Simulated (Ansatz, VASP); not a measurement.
**One calculation of Na3ScTlP3, two programs**

INCAR

```
PREC = Accurate
ENCUT = 520
EDIFF = 1E-6
ISMEAR = 0
SIGMA = 0.2
LREAL = F
LASPH = T
NELM = 60
ALGO = Normal
ISIF = 2
LWAVE = F
LCHARG = T
GGA = PE
LELF = T
LVHAR = T
NBANDS = 40
```

Contents of KPOINTS:

```
regular mesh
0
Gamma
  4 4 4
```

POSCAR

```
Na3ScTlP3
1.0
    5.3464350173      0.0000000000      0.0000000000
    0.0000000000      5.3464350173      0.0000000000
    0.0000000000      0.0000000000      8.3510539074
Na Sc Tl P
3 1 1 3
Direct
    0.0000000000      0.5000000000      0.9376139275
    0.5000000000      0.0000000000      0.9376139275
    0.0000000000      0.0000000000      0.3050321866
    0.0000000000      0.0000000000      0.6787584191
    0.5000000000      0.5000000000      0.5534893778
    0.0000000000      0.5000000000      0.5694324887
    0.5000000000      0.0000000000      0.5694324887
    0.0000000000      0.0000000000      0.9760228039
```

Input for Ansatz:

```yaml
crystal:
  lattice:
    - [5.3464350173, 0.0, 0.0]
    - [0.0, 5.3464350173, 0.0]
    - [0.0, 0.0, 8.3510539074]
  atoms:
    - { symbol: Na, position: [0.0, 0.5, 0.9376139275] }
    - { symbol: Na, position: [0.5, 0.0, 0.9376139275] }
    - { symbol: Na, position: [0.0, 0.0, 0.3050321866] }
    - { symbol: Sc, position: [0.0, 0.0, 0.6787584191] }
    - { symbol: Tl, position: [0.5, 0.5, 0.5534893778] }
    - { symbol: P, position: [0.0, 0.5, 0.5694324887] }
    - { symbol: P, position: [0.5, 0.0, 0.5694324887] }
    - { symbol: P, position: [0.0, 0.0, 0.9760228039] }
basis:
  ecutwfc: 420
kpoints:
  mp_grid: { grid: [4, 4, 4] }
hamiltonian:
  xc: pbe
scf:
  occupations: { method: gaussian, width: 0.2 }
  lower_state_search: "off"
output:
  forces: true
  stress: true
  eigenvalues: true
```

Alike in both runs: task single point; functional PBE; k mesh 4 × 4 × 4; occupations gaussian, width 0.2 eV; no spin polarisation.

|  | VASP | Ansatz |
| --- | --- | --- |
| version | VASP 6.6.1 | Ansatz 0.2.0 |
| potentials or method | VASP PAW PBE potentials, release 64 (Na_pv, Sc_sv, Tl_d, P), cutoff 520 eV | scalar-relativistic, plane waves, PAW |
| valence electrons in the cell | 60 | 66 |

|  | VASP | Ansatz | Ansatz less VASP |
| --- | --- | --- | --- |
| gap on the k mesh at the Fermi level (eV) | none | none | - |
| pressure (GPa) | 0.2 | 0.1 | -0.02 |
| traceless stress, the component that is largest in VASP (GPa) | -0.15 | -0.16 | -0.008 |
| rms of the force components (eV/Å) | 0.011 | 0.010 | -0.0004 |

Atom by atom the forces differ by 0.005 eV/Å (rms over components). A gap of «none» marks a metal or a gap that the smearing closes. With one functional, cell and mesh, what is left measures potentials, basis and numerics. VASP's potentials hold 60 valence electrons a cell and Ansatz's 66, so a difference there can come from the potentials and not from the codes.

Spin-orbit coupling is off throughout.
